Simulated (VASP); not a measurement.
# Al2Ru (I4/mmm) in VASP: a series of runs

Runs on Al2Ru. Level: r2SCAN. Tasks: single point.

Program: VASP 6.6.1. These are calculated values, not measurements. Logs are shortened: lines on timing, memory, paths and dates and some standing lists are left out, and cuts for length are marked.

### Step 1. The cell of the first run

It takes space group I4/mmm (No. 139, tetragonal). Conventional cell: a = 3.092 Å, b = 3.092 Å, c = 8.353 Å, α = 90.00°, β = 90.00°, γ = 90.00°. Within 3.4 Å of Al (site symmetry 4mm) lie 5 Ru at 2.56 to 2.84 Å and 9 Al at 2.66 to 3.09 Å. Ru (site symmetry 4/mmm) has 10 Al at 2.56 to 2.84 Å and 4 Ru at 3.09 Å within 3.4 Å.

### Step 2. Single point, r2SCAN (13.31 Å³/atom)

The input, POSCAR:

```
Al2Ru
1.0
   -1.5458005814      1.5458005814      4.1762787104
    1.5458005814     -1.5458005814      4.1762787104
    1.5458005814      1.5458005814     -4.1762787104
Al Ru
2 1
Direct
    0.6597217830      0.6597217830      0.0000000000
    0.3402782170      0.3402782170      0.0000000000
    0.0000000000      0.0000000000      0.0000000000
```

The input, INCAR.step1:

```
SYSTEM = Al2Ru
ALGO = Normal
EDIFF = 1E-4
ENCUT = 520
GGA = PE
ISMEAR = 0
LASPH = .TRUE.
LCHARG = .FALSE.
LREAL = .FALSE.
LWAVE = .TRUE.
NBANDS = 17
NELM = 60
PREC = Accurate
SIGMA = 0.1
```

The input, INCAR.step2:

```
SYSTEM = Al2Ru
ALGO = Normal
EDIFF = 1E-7
ENCUT = 520
ISIF = 2
ISMEAR = 0
ISTART = 1
LASPH = .TRUE.
LCHARG = .TRUE.
LELF = .TRUE.
LMIXTAU = .TRUE.
LREAL = .FALSE.
LVHAR = .TRUE.
LWAVE = .FALSE.
METAGGA = R2SCAN
NBANDS = 17
NELM = 60
PREC = Accurate
SIGMA = 0.1
```

The input, KPOINTS:

```
k-points
0
G
  18 18 18
  0 0 0
```

Potentials or basis: VASP PAW PBE potentials, release 64 (Al, Ru_pv).

The run is started by

```bash
> cat potpaw_PBE.64/Al/POTCAR potpaw_PBE.64/Ru_pv/POTCAR > POTCAR
> cp INCAR.step1 INCAR
> mpirun -np 1 vasp_std > vasp.out
> cp INCAR.step2 INCAR
> mpirun -np 1 vasp_std > vasp.out
```

OUTCAR:

```text
SYSTEM = Al2Ru
   EDIFF = 1E-7
   ENCUT = 520
   ISIF = 2
   ISMEAR = 0
   ISTART = 1
   LASPH = .TRUE.
   LREAL = .FALSE.
   METAGGA = R2SCAN
   NELM = 60
   PREC = Accurate

 ion  position               nearest neighbor table
   1  0.660  0.660  0.000-   3 2.56   3 2.56   3 2.56   3 2.56   2 2.66   2 2.66   2 2.66   2 2.66
                             2 2.67   3 2.84
   2  0.340  0.340  0.000-   3 2.56   3 2.56   3 2.56   3 2.56   1 2.66   1 2.66   1 2.66   1 2.66
                             1 2.67   3 2.84
   3  0.000  0.000  0.000-   1 2.56   1 2.56   1 2.56   2 2.56   1 2.56   2 2.56   2 2.56   2 2.56
                             1 2.84   2 2.84

  LATTYP: Found a body centered tetragonal cell.
 ALAT       =     3.0916011628
 C/A-ratio  =     2.7016930648

  Lattice vectors:

 A1 = (  -1.5458005814,   1.5458005814,   4.1762787104)
 A2 = (   1.5458005814,  -1.5458005814,   4.1762787104)
 A3 = (   1.5458005814,   1.5458005814,  -4.1762787104)

Analysis of symmetry for initial positions (statically):
=====================================================================
 Subroutine PRICEL returns:
 Original cell was already a primitive cell.

 Routine SETGRP: Setting up the symmetry group for a
 body centered tetragonal supercell.

 Subroutine GETGRP returns: Found 16 space group operations
 (whereof 16 operations were pure point group operations)
 out of a pool of 16 trial point group operations.

The static configuration has the point symmetry D_4h.

Analysis of symmetry for dynamics (positions and initial velocities):
=====================================================================
 Subroutine PRICEL returns:
 Original cell was already a primitive cell.

 Routine SETGRP: Setting up the symmetry group for a
 body centered tetragonal supercell.

 Subroutine GETGRP returns: Found 16 space group operations
 (whereof 16 operations were pure point group operations)
 out of a pool of 16 trial point group operations.

The dynamic configuration has the point symmetry D_4h.

 Subroutine INISYM returns: Found 16 space group operations
 (whereof 16 operations are pure point group operations),
 and found     1 'primitive' translations

----------------------------------------------------------------------------------------

                                     Primitive cell

  volume of cell :      39.9169

  direct lattice vectors                    reciprocal lattice vectors
    -1.545800581  1.545800581  4.176278710     0.000000000  0.323456988  0.119723810
     1.545800581 -1.545800581  4.176278710     0.323456988  0.000000000  0.119723810
     1.545800581  1.545800581 -4.176278710     0.323456988  0.323456988  0.000000000

  length of vectors
     4.713841612  4.713841612  4.713841612     0.344903195  0.344903195  0.457437259

  position of ions in fractional coordinates (direct lattice)
     0.659721783  0.659721783  0.000000000
     0.340278217  0.340278217  0.000000000
     0.000000000  0.000000000  0.000000000

  ion indices of the primitive-cell ions
   primitive index   ion index
                 1           1
                 2           2
                 3           3

----------------------------------------------------------------------------------------

 KPOINTS: k-points

Automatic generation of k-mesh.
 Grid dimensions read from file:
 generate k-points for:   18   18   18

 Generating k-lattice:

  Cartesian coordinates                     Fractional coordinates (reciprocal lattice)
     0.000000000  0.017969833  0.006651323     0.055555556  0.000000000  0.000000000
     0.017969833  0.000000000  0.006651323     0.000000000  0.055555556  0.000000000
     0.017969833  0.017969833  0.000000000     0.000000000  0.000000000  0.055555556

  Length of vectors
     0.019161289  0.019161289  0.025413181

  Shift w.r.t. Gamma in fractional coordinates (k-lattice)
     0.000000000  0.000000000  0.000000000

 Subroutine IBZKPT returns following result:
 ===========================================

 Found    480 irreducible k-points:

 Following reciprocal coordinates:
            Coordinates               Weight
  0.000000  0.000000  0.000000      1.000000
  0.055556  0.000000 -0.000000      8.000000
  0.111111  0.000000 -0.000000      8.000000
  0.166667  0.000000  0.000000      8.000000
  0.222222  0.000000  0.000000      8.000000
  0.277778  0.000000  0.000000      8.000000
[... 16 lines left out ...]
 -0.277778  0.055556  0.000000     16.000000
 -0.222222  0.055556 -0.000000     16.000000
 [... further k-points ...]
   k-points           NKPTS =    480   k-points in BZ     NKDIM =    480   number of bands    NBANDS=     17
   number of dos      NEDOS =    301   number of ions     NIONS =      3
   total plane-waves  NPLWV =  46656
   dimension x,y,z NGX =    36 NGY =   36 NGZ =   36
   dimension x,y,z NGXF=    72 NGYF=   72 NGZF=   72
   ions per type =               2   1
   NGX,Y,Z   is equivalent  to a cutoff of  12.70, 12.70, 12.70 a.u.
   NGXF,Y,Z  is equivalent  to a cutoff of  25.39, 25.39, 25.39 a.u.
 SYSTEM =  Al2Ru
   PREC   = accura    normal or accurate (medium, high low for compatibility)
   ISTART =      1    job   : 0-new  1-cont  2-samecut
   ICHARG =      0    charge: 1-file 2-atom 10-const
   ISPIN  =      1    spin polarized calculation?
   LNONCOLLINEAR =      F non collinear calculations
   LSORBIT =      F    spin-orbit coupling
   LASPH  =      T    aspherical Exc in radial PAW
   ENCUT  =  520.0 eV  38.22 Ry    6.18 a.u.   8.76  8.76  8.76*2*pi/ulx,y,z
   NELM   =     60;   NELMIN=  2; NELMDL=  0     # of ELM steps
   EDIFF  = 0.1E-06   stopping-criterion for ELM
   LREAL  =      F    real-space projection
   EDIFFG = 0.1E-05   stopping-criterion for IOM
   NSW    =      0    number of steps for IOM
   IBRION =     -1    ionic relax: 0-MD 1-quasi-New 2-CG
   NFREE  =      0    steps in history (QN), initial steepest desc. (CG)
   ISIF   =      2    stress and relaxation
   ISYM   =      2    0-nonsym 1-usesym 2-fastsym
   POTIM  = 0.5000    time-step for ionic-motion
   TEBEG  =    0.0;   TEEND  =   0.0 temperature during run
   PSTRESS=    0.0 pullay stress
   NELECT =      20.0000    total number of electrons
   NUPDOWN=      -1.0000    fix difference up-down
   EMIN   =  10.00;   EMAX   =-10.00  energy-range for DOS
   EFERMI =   0.00;   METHOD = LEGACY
   ISMEAR =     0;   SIGMA  =   0.10  broadening in eV -4-tet -1-fermi 0-gaus
   EFERMI_NEDOS =   21; number of points for ismear=-14 and -15
   IALGO  =     38    algorithm
   IMIX   =      4    mixing-type and parameters
     AMIX     =   0.40;   BMIX     =  1.00
     AMIX_MAG =   1.60;   BMIX_MAG =  1.00
  volume/ion in A,a.u.               =      13.31        89.79
  Fermi-wavevector in a.u.,A,eV,Ry     =   1.300267  2.457149 23.003309  1.690695
  Thomas-Fermi vector in A             =   2.431477
   LORBIT       =      0    0 simple, 1 ext, 2 COOP (PROOUT), +10 PAW based schemes
   METAGGA = R2SCAN    functional components
   LHFCALC =     F    Hartree Fock is set to
   AEXX    =    0.0000 exact exchange contribution
   IVDW    =     0    specifies the selected vdW correction
   LEPSILON=     F    determine dielectric tensor
   LRPA    =     F    only Hartree local field effects (RPA)
 non-spin polarized calculation
 Gauss-broadening in eV      SIGMA  =   0.10
  energy-cutoff  :      520.00
  volume of cell :       39.92
 maximum number of plane-waves:      1090
   NGX = 17   NGY = 17   NGZ = 17

 number of electron      20.0000001 magnetization

 Free energy of the ion-electron system (eV)
  ---------------------------------------------------
  ext. energy  EPLUGINS =         0.00000000
  ---------------------------------------------------
  free energy    TOTEN  =       -41.15273730 eV

  energy without entropy =      -41.15230125  energy(sigma->0) =      -41.15251927

 E-fermi :  11.0203     XC(G=0): -13.0133

 val. band max:       10.9811698633   @ k =  -0.2778   0.2778   0.0000
 cond. band min:      11.0494060203   @ k =   0.5000   0.5000   0.1667
 fundamental gap:      0.0682361570
 Fermi energy:        11.0202713767

 k-point     1 :       0.0000    0.0000    0.0000
  band No.  band energies     occupation
      1     -33.0912      2.00000
      2     -33.0912      2.00000
      3     -33.0199      2.00000
      4      -0.7898      2.00000
      5       5.0756      2.00000
      6       6.9088      2.00000
[... 9 lines left out ...]
     16      17.7562      0.00000
     17      19.6509      0.00000

 k-point     2 :       0.0556    0.0000   -0.0000
  band No.  band energies     occupation
      1     -33.0962      2.00000
      2     -33.0908      2.00000
      3     -33.0194      2.00000
      4      -0.7271      2.00000
      5       5.1061      2.00000
      6       6.9307      2.00000
[... 9 lines left out ...]
     16      18.0481      0.00000
     17      20.1463      0.00000

 k-point     3 :       0.1111    0.0000   -0.0000
  band No.  band energies     occupation
      1     -33.1106      2.00000
      2     -33.0895      2.00000
      3     -33.0180      2.00000
      4      -0.5400      2.00000
      5       5.1924      2.00000
      6       6.9888      2.00000
[... 9 lines left out ...]
     16      18.5892      0.00000
     17      20.5303      0.00000

 k-point     4 :       0.1667    0.0000    0.0000
  band No.  band energies     occupation
      1     -33.1326      2.00000
      2     -33.0876      2.00000
      3     -33.0158      2.00000
      4      -0.2324      2.00000
      5       5.3175      2.00000
      6       7.0425      2.00000
[... 9 lines left out ...]
     16      19.3111      0.00000
     17      20.3439      0.00000
[... 343 lines left out ...]
      1     -33.2140      2.00000
      2     -33.0851      2.00000
      3     -33.0071      2.00000
      4       1.3127      2.00000
      5       5.4551      2.00000
      6       6.5231      2.00000
[... 9 lines left out ...]
     16      20.3440      0.00000
     17      21.0012      0.00000

 k-point    23 :      -0.2778    0.0556    0.0000
  band No.  band energies     occupation
      1     -33.1874      2.00000
      2     -33.0875      2.00000
      3     -33.0097      2.00000
      4       0.7049      2.00000
      5       5.6711      2.00000
      6       6.6050      2.00000
[... 9 lines left out ...]
     16      20.3428      0.00000
     17      20.4463      0.00000

 k-point    24 :      -0.2222    0.0556   -0.0000
  band No.  band energies     occupation
      1     -33.1589      2.00000
      2     -33.0901      2.00000
      3     -33.0126      2.00000
      4       0.1915      2.00000
      5       5.6194      2.00000
      6       6.8891      2.00000
[... 9 lines left out ...]
     16      19.8603      0.00000
     17      20.3443      0.00000

 [... further k-points ...]

------------------------ aborting loop because EDIFF is reached ----------------------------------------

  FORCE on cell =-STRESS in cart. coord.  units (eV):
  Direction    XX          YY          ZZ          XY          YZ          ZX
  --------------------------------------------------------------------------------------
  -------------------------------------------------------------------------------------
  Total        1.4681916      1.4681916      1.4583729      0.0000000     -0.0000000      0.0000000
  in kB       58.9300663     58.9300663     58.5359645      0.0000000     -0.0000000      0.0000000
  external PRESSURE =      58.7986990 kB  Pullay stress =       0.0000000 kB

 VOLUME and BASIS-vectors are now :
 -----------------------------------------------------------------------------
  energy-cutoff  :      520.00
  volume of cell :       39.92
      direct lattice vectors                 reciprocal lattice vectors
    -1.545800581  1.545800581  4.176278710     0.000000000  0.323456988  0.119723810
     1.545800581 -1.545800581  4.176278710     0.323456988  0.000000000  0.119723810
     1.545800581  1.545800581 -4.176278710     0.323456988  0.323456988  0.000000000

 POSITION                                       TOTAL-FORCE (eV/Angst)
 -----------------------------------------------------------------------------------
      0.00000      0.00000      5.51036         0.000000      0.000000      0.013573
      0.00000      0.00000      2.84219        -0.000000     -0.000000     -0.013573
      0.00000      0.00000      0.00000        -0.000000     -0.000000     -0.000000
 -----------------------------------------------------------------------------------
    total drift:                               -0.000000      0.000000      0.000000

  FREE ENERGIE OF THE ION-ELECTRON SYSTEM (eV)
  ---------------------------------------------------
  free  energy   TOTEN  =       -41.1527372966 eV

  energy  without entropy=      -41.1523012501  energy(sigma->0) =      -41.15251927
```

Run time: 29 min. Hardware: 1 thread of Oxide Virtual Turin-like, shared host; peak memory 0.42 GiB.

What came out:

```
Free energy            : -41.1527 eV
Pressure               : 5.9 GPa
Largest force          : 0.014 eV/Å
Band gap on the k mesh : zero (bands 10 and 11 overlap by 0.04 eV)
```

Forces on the atoms (eV/Å):
```
Al   0.000  0.000  0.014
Al   0.000  0.000 -0.014
Ru   0.000  0.000  0.000
```

Caveat: the cell stands under pressure; the PAW data sets were made with another functional, which shifts forces and pressure a little.

### Step 3. Single point, r2SCAN

This run uses another cell than the first one, of 13.72 Å³/atom.

The input, POSCAR:

```
Al2Ru
1.0
   -1.5609102549      1.5609102549      4.2224917033
    1.5609102549     -1.5609102549      4.2224917033
    1.5609102549      1.5609102549     -4.2224917033
Al Ru
2 1
Direct
    0.6590940356      0.6590940356      0.0000000000
    0.3409059644      0.3409059644      0.0000000000
    0.0000000000      0.0000000000      0.0000000000
```

The input, INCAR.step1:

```
SYSTEM = Al2Ru
ALGO     = Normal         ! electronic algorithm
EDIFF    = 1E-4           ! SCF threshold, eV
ENCUT    = 520            ! plane-wave cutoff, eV
GGA      = PE             ! functional
ISMEAR   = 0              ! smearing method
LASPH    = .TRUE.         ! aspherical terms in the spheres
LCHARG   = .FALSE.        ! write CHGCAR
LREAL    = .FALSE.        ! projectors in reciprocal space
LWAVE    = .TRUE.         ! write WAVECAR
NBANDS   = 17             ! bands
NELM     = 100            ! most SCF steps
PREC     = Accurate       ! precision mode
SIGMA    = 0.1            ! smearing width, eV
```

The input, INCAR.step2:

```
SYSTEM = Al2Ru
ALGO     = Normal         ! electronic algorithm
EDIFF    = 1E-6           ! SCF threshold, eV
ENCUT    = 520            ! plane-wave cutoff, eV
ISIF     = 2              ! what is computed and relaxed
ISMEAR   = 0              ! smearing method
ISTART   = 1            
LASPH    = .TRUE.         ! aspherical terms in the spheres
LCHARG   = .FALSE.        ! write CHGCAR
LMIXTAU  = .TRUE.       
LREAL    = .FALSE.        ! projectors in reciprocal space
LWAVE    = .FALSE.        ! write WAVECAR
METAGGA  = R2SCAN         ! meta-GGA
NBANDS   = 17             ! bands
NELM     = 100            ! most SCF steps
PREC     = Accurate       ! precision mode
SIGMA    = 0.1            ! smearing width, eV
```

KPOINTS is that of step 2.

Potentials or basis: VASP PAW PBE potentials, release 64 (Al, Ru_pv).

The run is started by

```bash
> cat potpaw_PBE.64/Al/POTCAR potpaw_PBE.64/Ru_pv/POTCAR > POTCAR
> cp INCAR.step1 INCAR
> mpirun -np 1 vasp_std > vasp.out
> cp INCAR.step2 INCAR
> mpirun -np 1 vasp_std > vasp.out
```

Wall time 27 min (1 thread of Oxide Virtual Turin-like, shared host); peak memory 0.43 GiB.

It converged, with:

| Quantity | Value |
| --- | --- |
| Free energy | -41.1745 eV |
| Pressure | -0.1 GPa |
| Largest force | 0.013 eV/Å |
| Band gap on the k mesh | zero (bands 10 and 11 overlap by 0.05 eV) |

Forces in eV/Å, atoms in the order of the input:
```
Al   0.000  0.000  0.013
Al   0.000  0.000 -0.013
Ru   0.000  0.000  0.000
```

Stress tensor (GPa, compression positive):
```
-0.07  0.00  0.00
 0.00 -0.07  0.00
 0.00  0.00 -0.16
```

Levels at points of the mesh, in eV from the Fermi level:
```tsv
k point	band 7	band 8	band 9	band 10	band 11	band 12	band 13	band 14
(0.00, 0.00, 0.00)	-2.21	-2.21	-2.11	-1.18	2.51	4.72	6.42	6.42
(0.50, 0.00, 0.00)	-3.11	-3.03	-2.84	-1.63	0.66	3.21	5.29	7.41
(0.50, 0.50, 0.00)	-3.73	-3.29	-1.26	-0.48	0.38	1.97	1.99	4.92
(0.50, 0.50, 0.50)	-2.78	-1.76	-1.76	-1.15	3.33	3.33	6.47	6.85
```

Caveat: the PAW data sets were made with another functional, which shifts forces and pressure a little.

The gap in the log of VASP goes by the Fermi energy; the results here count the filled bands.